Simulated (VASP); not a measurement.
Write the native input for VASP 6.6.1 that does the following.

| Quantity | Value |
| --- | --- |
| Task | single point |
| Functional | PBEsol |
| Potentials or basis | VASP PAW PBE potentials, release 64 (As, Se) |
| Cutoff | 520 eV |
| k mesh | 2 × 2 × 2, shifted |
| Occupations | gaussian, width 0.1 eV |
| Spin | no spin polarisation |
| Dipole correction | no |
| Further INCAR settings | ALGO = Normal; EDIFF = 1e-06; NBANDS = 25 |

The structure of As2Se lies in POSCAR:

```
As2Se
1.0
   -3.5294180000      3.5294180000      2.6535710000
    3.5294180000     -3.5294180000      2.6535710000
    3.5294180000      3.5294180000     -2.6535710000
As Se
4 2
Direct
    0.8750000000      0.1250000000      0.7500000000
    0.3750000000      0.1250000000      0.2500000000
    0.8750000000      0.6250000000      0.7500000000
    0.8750000000      0.1250000000      0.2500000000
    0.5000000000      0.5000000000      0.0000000000
    0.2500000000      0.7500000000      0.5000000000
```

These files were run (other wordings do the same):

INCAR

```
  PREC = Accurate
  ENCUT = 520
  EDIFF = 1E-6
  ISMEAR = 0
  SIGMA = 0.1
  LREAL = F
  LASPH = T
  NELM = 100
  ALGO = Normal
  ISIF = 2
  LWAVE = F
  LCHARG = F
  GGA = PS
  NBANDS = 25
```

KPOINTS

```
Automatic mesh
0
Gamma
  2 2 2
  0.5 0.5 0.5
```

Potentials or basis: VASP PAW PBE potentials, release 64 (As, Se).

Command:

```sh
$ cat potpaw_PBE.64/As/POTCAR potpaw_PBE.64/Se/POTCAR > POTCAR
$ mpirun -np 1 vasp_std > vasp.out
```

Results of the run:

```
Pressure               : -3.6 GPa
Band gap on the k mesh : 1.22 eV, direct
```

Caveat: the k points lie up to 0.74 Å⁻¹ apart; the PAW data sets were made with another functional, which shifts forces and pressure a little.

Wall time 9.7 s on 1 thread of Intel(R) Xeon(R) 6975P-C (Granite Rapids), on a shared host, peak memory 0.24 GiB.
